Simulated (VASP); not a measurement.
# Mo (Fm-3m) in VASP: notebook

Mo is run at these levels: PBE; tasks: single point.

All numbers are computed with VASP 6.6.1; they aren't measurements. Logs are shortened: lines on timing, memory, paths and dates and some standing lists are left out, and cuts for length are marked.

## 1. The cell of the first run

It takes space group Fm-3m (No. 225, cubic). Conventional cell: a = 3.922 Å, b = 3.922 Å, c = 3.922 Å, α = 90.00°, β = 90.00°, γ = 90.00°. Within 3.7 Å of Mo (site symmetry m-3m) lie 12 Mo at 2.77 Å.

## 2. Single point, PBE

File INCAR:

```
PREC = Accurate
ENCUT = 500
EDIFF = 1E-6
ISMEAR = -1
SIGMA = 0.06122561905347299
LREAL = F
LASPH = T
NELM = 120
ALGO = Normal
ISIF = 2
LWAVE = F
LCHARG = F
GGA = PE
NBANDS = 13
GGA_COMPAT = F
```

File KPOINTS:

```
Automatic mesh
0
Gamma
  47 47 47
```

File POSCAR:

```
Mo
1.0
    0.0000000000      1.9610133331      1.9610133331
    1.9610133331      0.0000000000      1.9610133331
    1.9610133331      1.9610133331      0.0000000000
Mo
1
Direct
    0.0000000000      0.0000000000      0.0000000000
```

Potentials or basis: VASP PAW PBE potentials, release 64 (Mo_sv).

On the command line:

```console
$ cat potpaw_PBE.64/Mo_sv/POTCAR > POTCAR
$ mpirun -np 1 vasp_std > vasp.out
```

OUTCAR:

```text
PREC = Accurate
   ENCUT = 500
   EDIFF = 1E-6
   ISMEAR = -1
   LREAL = F
   LASPH = T
   NELM = 120
   ISIF = 2
   GGA = PE

 ion  position               nearest neighbor table
   1  0.000  0.000  0.000-

  LATTYP: Found a face centered cubic cell.
 ALAT       =     3.9220266662

  Lattice vectors:

 A1 = (   0.0000000000,   1.9610133331,   1.9610133331)
 A2 = (   1.9610133331,   0.0000000000,   1.9610133331)
 A3 = (   1.9610133331,   1.9610133331,   0.0000000000)

Analysis of symmetry for initial positions (statically):
=====================================================================
 Subroutine PRICEL returns:
 Original cell was already a primitive cell.

 Routine SETGRP: Setting up the symmetry group for a
 face centered cubic supercell.

 Subroutine GETGRP returns: Found 48 space group operations
 (whereof 48 operations were pure point group operations)
 out of a pool of 48 trial point group operations.

The static configuration has the point symmetry O_h .

Analysis of symmetry for dynamics (positions and initial velocities):
=====================================================================
 Subroutine PRICEL returns:
 Original cell was already a primitive cell.

 Routine SETGRP: Setting up the symmetry group for a
 face centered cubic supercell.

 Subroutine GETGRP returns: Found 48 space group operations
 (whereof 48 operations were pure point group operations)
 out of a pool of 48 trial point group operations.

The dynamic configuration has the point symmetry O_h .

 Subroutine INISYM returns: Found 48 space group operations
 (whereof 48 operations are pure point group operations),
 and found     1 'primitive' translations

----------------------------------------------------------------------------------------

                                     Primitive cell

  volume of cell :      15.0824

  direct lattice vectors                    reciprocal lattice vectors
     0.000000000  1.961013333  1.961013333    -0.254970220  0.254970220  0.254970220
     1.961013333  0.000000000  1.961013333     0.254970220 -0.254970220  0.254970220
     1.961013333  1.961013333  0.000000000     0.254970220  0.254970220 -0.254970220

  length of vectors
     2.773291652  2.773291652  2.773291652     0.441621375  0.441621375  0.441621375

  position of ions in fractional coordinates (direct lattice)
     0.000000000  0.000000000  0.000000000

  ion indices of the primitive-cell ions
   primitive index   ion index
                 1           1

----------------------------------------------------------------------------------------

 KPOINTS: Automatic mesh

Automatic generation of k-mesh.
 Grid dimensions read from file:
 generate k-points for:   47   47   47

 Generating k-lattice:

  Cartesian coordinates                     Fractional coordinates (reciprocal lattice)
    -0.005424898  0.005424898  0.005424898     0.021276596  0.000000000  0.000000000
     0.005424898 -0.005424898  0.005424898     0.000000000  0.021276596  0.000000000
     0.005424898  0.005424898 -0.005424898     0.000000000  0.000000000  0.021276596

  Length of vectors
     0.009396199  0.009396199  0.009396199

  Shift w.r.t. Gamma in fractional coordinates (k-lattice)
     0.000000000  0.000000000  0.000000000

 Subroutine IBZKPT returns following result:
 ===========================================

 Found   2600 irreducible k-points:

 Following reciprocal coordinates:
            Coordinates               Weight
  0.000000  0.000000  0.000000      1.000000
  0.021277  0.000000  0.000000      8.000000
  0.042553  0.000000  0.000000      8.000000
  0.063830  0.000000  0.000000      8.000000
  0.085106  0.000000  0.000000      8.000000
  0.106383  0.000000  0.000000      8.000000
[... 16 lines left out ...]
  0.468085  0.000000  0.000000      8.000000
  0.489362  0.000000  0.000000      8.000000
 [... further k-points ...]
   k-points           NKPTS =   2600   k-points in BZ     NKDIM =   2600   number of bands    NBANDS=     13
   number of dos      NEDOS =    301   number of ions     NIONS =      1
   total plane-waves  NPLWV =   8000
   dimension x,y,z NGX =    20 NGY =   20 NGZ =   20
   dimension x,y,z NGXF=    40 NGYF=   40 NGZF=   40
   ions per type =               1
   NGX,Y,Z   is equivalent  to a cutoff of  11.99, 11.99, 11.99 a.u.
   NGXF,Y,Z  is equivalent  to a cutoff of  23.98, 23.98, 23.98 a.u.
 SYSTEM =  unknown system
   PREC   = accura    normal or accurate (medium, high low for compatibility)
   ISTART =      0    job   : 0-new  1-cont  2-samecut
   ICHARG =      2    charge: 1-file 2-atom 10-const
   ISPIN  =      1    spin polarized calculation?
   LNONCOLLINEAR =      F non collinear calculations
   LSORBIT =      F    spin-orbit coupling
   LASPH  =      T    aspherical Exc in radial PAW
   ENCUT  =  500.0 eV  36.75 Ry    6.06 a.u.   5.06  5.06  5.06*2*pi/ulx,y,z
   NELM   =    120;   NELMIN=  2; NELMDL= -5     # of ELM steps
   EDIFF  = 0.1E-05   stopping-criterion for ELM
   LREAL  =      F    real-space projection
   EDIFFG = 0.1E-04   stopping-criterion for IOM
   NSW    =      0    number of steps for IOM
   IBRION =     -1    ionic relax: 0-MD 1-quasi-New 2-CG
   NFREE  =      0    steps in history (QN), initial steepest desc. (CG)
   ISIF   =      2    stress and relaxation
   ISYM   =      2    0-nonsym 1-usesym 2-fastsym
   POTIM  = 0.5000    time-step for ionic-motion
   TEBEG  =    0.0;   TEEND  =   0.0 temperature during run
   PSTRESS=    0.0 pullay stress
   NELECT =      14.0000    total number of electrons
   NUPDOWN=      -1.0000    fix difference up-down
   EMIN   =  10.00;   EMAX   =-10.00  energy-range for DOS
   EFERMI =   0.00;   METHOD = LEGACY
   ISMEAR =    -1;   SIGMA  =   0.06  broadening in eV -4-tet -1-fermi 0-gaus
   EFERMI_NEDOS =   21; number of points for ismear=-14 and -15
   IALGO  =     38    algorithm
   IMIX   =      4    mixing-type and parameters
     AMIX     =   0.40;   BMIX     =  1.00
     AMIX_MAG =   1.60;   BMIX_MAG =  1.00
  volume/ion in A,a.u.               =      15.08       101.78
  Fermi-wavevector in a.u.,A,eV,Ry     =   1.596959  3.017814 34.698618  2.550276
  Thomas-Fermi vector in A             =   2.694640
   LORBIT       =      0    0 simple, 1 ext, 2 COOP (PROOUT), +10 PAW based schemes
   GGA     = PE    functional components
   LHFCALC =     F    Hartree Fock is set to
   AEXX    =    0.0000 exact exchange contribution
   IVDW    =     0    specifies the selected vdW correction
   LEPSILON=     F    determine dielectric tensor
   LRPA    =     F    only Hartree local field effects (RPA)
 non-spin polarized calculation
  energy-cutoff  :      500.00
  volume of cell :       15.08
 maximum number of plane-waves:       392
   NGX = 11   NGY = 11   NGZ = 11

 number of electron      14.0000003 magnetization

 Free energy of the ion-electron system (eV)
  ---------------------------------------------------
  ext. energy  EPLUGINS =         0.00000000
  ---------------------------------------------------
  free energy    TOTEN  =       -10.47049539 eV

  energy without entropy =      -10.45614066  energy(sigma->0) =      -10.46331803

 E-fermi :  12.7386     XC(G=0): -13.5733

 val. band max:       12.7384769968   @ k =  -0.4043   0.1915   0.0851
 cond. band min:      12.7393050900   @ k =   0.2128   0.1702   0.0426
 fundamental gap:      0.0008280932
 Fermi energy:        12.7386085833

 k-point     1 :       0.0000    0.0000    0.0000
  band No.  band energies     occupation
      1     -47.9487      2.00000
      2     -21.1509      2.00000
      3     -21.1509      2.00000
      4     -21.1509      2.00000
      5       5.8364      2.00000
      6      11.9362      2.00000
      7      11.9362      2.00000
      8      11.9362      2.00000
      9      14.8576      0.00000
     10      14.8576      0.00000
     11      25.8630      0.00000
     12      31.4186      0.00000
     13      31.4186      0.00000

 k-point     2 :       0.0213    0.0000    0.0000
  band No.  band energies     occupation
      1     -47.9474      2.00000
      2     -21.1585      2.00000
      3     -21.1518      2.00000
      4     -21.1518      2.00000
      5       5.8565      2.00000
      6      11.9217      2.00000
      7      11.9456      2.00000
      8      11.9456      2.00000
      9      14.8493      0.00000
     10      14.8493      0.00000
     11      25.9028      0.00000
     12      31.3229      0.00000
     13      31.4550      0.00000

 k-point     3 :       0.0426    0.0000    0.0000
  band No.  band energies     occupation
      1     -47.9436      2.00000
      2     -21.1810      2.00000
      3     -21.1546      2.00000
      4     -21.1546      2.00000
      5       5.9163      2.00000
      6      11.8792      2.00000
      7      11.9732      1.99999
      8      11.9732      1.99999
      9      14.8255      0.00000
     10      14.8255      0.00000
     11      26.0206      0.00000
     12      31.0603      0.00000
     13      31.5636      0.00000
[... 305 lines left out ...]
 k-point    23 :       0.4681    0.0000    0.0000
  band No.  band energies     occupation
      1     -47.6637      2.00000
      2     -22.7141      2.00000
      3     -21.3526      2.00000
      4     -21.3526      2.00000
      5       7.8493      2.00000
      6      11.7428      2.00000
      7      11.7428      2.00000
      8      14.4055      0.00000
      9      17.0506      0.00000
     10      17.0506      0.00000
     11      24.7302      0.00000
     12      25.8206      0.00000
     13      32.5368      0.00000

 k-point    24 :       0.4894    0.0000    0.0000
  band No.  band energies     occupation
      1     -47.6611      2.00000
      2     -22.7273      2.00000
      3     -21.3544      2.00000
      4     -21.3544      2.00000
      5       7.8396      2.00000
      6      11.7292      2.00000
      7      11.7292      2.00000
      8      14.5091      0.00000
      9      17.1045      0.00000
     10      17.1045      0.00000
     11      24.7648      0.00000
     12      25.6132      0.00000
     13      32.4255      0.00000

 [... further k-points ...]
[... 5 lines left out ...]
  --------------------------------------------------------------------------------------
  -------------------------------------------------------------------------------------
  Total        1.6070811      1.6070811      1.6070811     -0.0000000      0.0000000      0.0000000
  in kB      170.7169933    170.7169933    170.7169933     -0.0000000      0.0000000      0.0000000
  external PRESSURE =     170.7169933 kB  Pullay stress =       0.0000000 kB

 VOLUME and BASIS-vectors are now :
 -----------------------------------------------------------------------------
  energy-cutoff  :      500.00
  volume of cell :       15.08
      direct lattice vectors                 reciprocal lattice vectors
     0.000000000  1.961013333  1.961013333    -0.254970220  0.254970220  0.254970220
     1.961013333  0.000000000  1.961013333     0.254970220 -0.254970220  0.254970220
     1.961013333  1.961013333  0.000000000     0.254970220  0.254970220 -0.254970220

 POSITION                                       TOTAL-FORCE (eV/Angst)
 -----------------------------------------------------------------------------------
      0.00000      0.00000      0.00000         0.000000      0.000000      0.000000
 -----------------------------------------------------------------------------------
    total drift:                                0.000000      0.000000      0.000000

  FREE ENERGIE OF THE ION-ELECTRON SYSTEM (eV)
  ---------------------------------------------------
  free  energy   TOTEN  =       -10.4704953927 eV

  energy  without entropy=      -10.4561406630  energy(sigma->0) =      -10.46331803
```

Wall time 2 min (1 thread of Intel Xeon 6975P-C (Granite Rapids), shared host); peak memory 0.51 GiB.

What came out:

```
Free energy            : -10.4705 eV
Pressure               : 17.1 GPa
Band gap on the k mesh : zero (band 7 reaches 17.07 eV, above the bottom of band 8 at 11.94 eV)
```

Levels at points of the mesh, in eV from the Fermi level:
| k point | band 4 | band 5 | band 6 | band 7 | band 8 | band 9 | band 10 | band 11 |
| --- | --- | --- | --- | --- | --- | --- | --- | --- |
| (0.00, 0.00, 0.00) | -33.89 | -6.90 | -0.80 | -0.80 | -0.80 | 2.12 | 2.12 | 13.12 |

## 3. Single point, PBE

This run uses another cell than the first one, of 15.40 Å³/atom, 1.021 times its volume.

File INCAR:

```
PREC = Accurate ; ENCUT = 500
EDIFF = 1E-6 ; ISMEAR = -1
SIGMA = 0.06122561905347299 ; LREAL = F
LASPH = T ; NELM = 120
ALGO = Normal ; ISIF = 2
LWAVE = F ; LCHARG = F
GGA = PE ; NBANDS = 13
GGA_COMPAT = F
```

KPOINTS is that of step 2.

File POSCAR:

```
Mo
1.0
    0.0000000000      1.9748237411      1.9748237411
    1.9748237411      0.0000000000      1.9748237411
    1.9748237411      1.9748237411      0.0000000000
Mo
1
Direct
    0.0000000000      0.0000000000      0.0000000000
```

Potentials or basis: VASP PAW PBE potentials, release 64 (Mo_sv).

On the command line:

```console
$ cat potpaw_PBE.64/Mo_sv/POTCAR > POTCAR
$ mpirun -np 1 vasp_std > vasp.out
```

OUTCAR:

```text
PREC = Accurate
   ENCUT = 500
   EDIFF = 1E-6
   ISMEAR = -1
   LREAL = F
   LASPH = T
   NELM = 120
   ISIF = 2
   GGA = PE

 ion  position               nearest neighbor table
   1  0.000  0.000  0.000-

  LATTYP: Found a face centered cubic cell.
 ALAT       =     3.9496474822

  Lattice vectors:

 A1 = (   0.0000000000,   1.9748237411,   1.9748237411)
 A2 = (   1.9748237411,   0.0000000000,   1.9748237411)
 A3 = (   1.9748237411,   1.9748237411,   0.0000000000)

Analysis of symmetry for initial positions (statically):
=====================================================================
 Subroutine PRICEL returns:
 Original cell was already a primitive cell.

 Routine SETGRP: Setting up the symmetry group for a
 face centered cubic supercell.

 Subroutine GETGRP returns: Found 48 space group operations
 (whereof 48 operations were pure point group operations)
 out of a pool of 48 trial point group operations.

The static configuration has the point symmetry O_h .

Analysis of symmetry for dynamics (positions and initial velocities):
=====================================================================
 Subroutine PRICEL returns:
[... 159 lines left out ...]
 Fermi energy:        12.4001318630

 k-point     1 :       0.0000    0.0000    0.0000
  band No.  band energies     occupation
      1     -48.2916      2.00000
      2     -21.5464      2.00000
      3     -21.5464      2.00000
      4     -21.5464      2.00000
      5       5.5553      2.00000
      6      11.6326      1.99999
      7      11.6326      1.99999
      8      11.6326      1.99999
      9      14.4664      0.00000
     10      14.4664      0.00000
     11      25.5196      0.00000
     12      30.9693      0.00000
     13      30.9693      0.00000
[... 354 lines left out ...]
  band No.  band energies     occupation
      1     -48.0276      2.00000
      2     -23.0213      2.00000
      3     -21.7376      2.00000
      4     -21.7376      2.00000
      5       7.6082      2.00000
      6      11.4346      2.00000
      7      11.4346      2.00000
      8      14.0866      0.00000
      9      16.6436      0.00000
     10      16.6436      0.00000
     11      24.1030      0.00000
     12      25.2489      0.00000
     13      31.8857      0.00000

 [... further k-points ...]
[... 5 lines left out ...]
  --------------------------------------------------------------------------------------
  -------------------------------------------------------------------------------------
  Total        1.0476163      1.0476163      1.0476163      0.0000000     -0.0000000      0.0000000
  in kB      108.9677080    108.9677080    108.9677080      0.0000000     -0.0000000      0.0000000
  external PRESSURE =     108.9677080 kB  Pullay stress =       0.0000000 kB

 VOLUME and BASIS-vectors are now :
 -----------------------------------------------------------------------------
  energy-cutoff  :      500.00
  volume of cell :       15.40
      direct lattice vectors                 reciprocal lattice vectors
     0.000000000  1.974823741  1.974823741    -0.253187153  0.253187153  0.253187153
     1.974823741  0.000000000  1.974823741     0.253187153 -0.253187153  0.253187153
     1.974823741  1.974823741  0.000000000     0.253187153  0.253187153 -0.253187153

 POSITION                                       TOTAL-FORCE (eV/Angst)
 -----------------------------------------------------------------------------------
      0.00000      0.00000      0.00000         0.000000      0.000000      0.000000
 -----------------------------------------------------------------------------------
    total drift:                                0.000000      0.000000      0.000000

  FREE ENERGIE OF THE ION-ELECTRON SYSTEM (eV)
  ---------------------------------------------------
  free  energy   TOTEN  =       -10.4984942309 eV

  energy  without entropy=      -10.4836346020  energy(sigma->0) =      -10.49106442
```

It took 2 min on 1 thread of Intel Xeon 6975P-C (Granite Rapids), shared host; peak memory 0.52 GiB.

Results:

```
Free energy            : -10.4985 eV
Pressure               : 10.9 GPa
Band gap on the k mesh : zero (band 7 reaches 16.61 eV, above the bottom of band 8 at 11.63 eV)
```
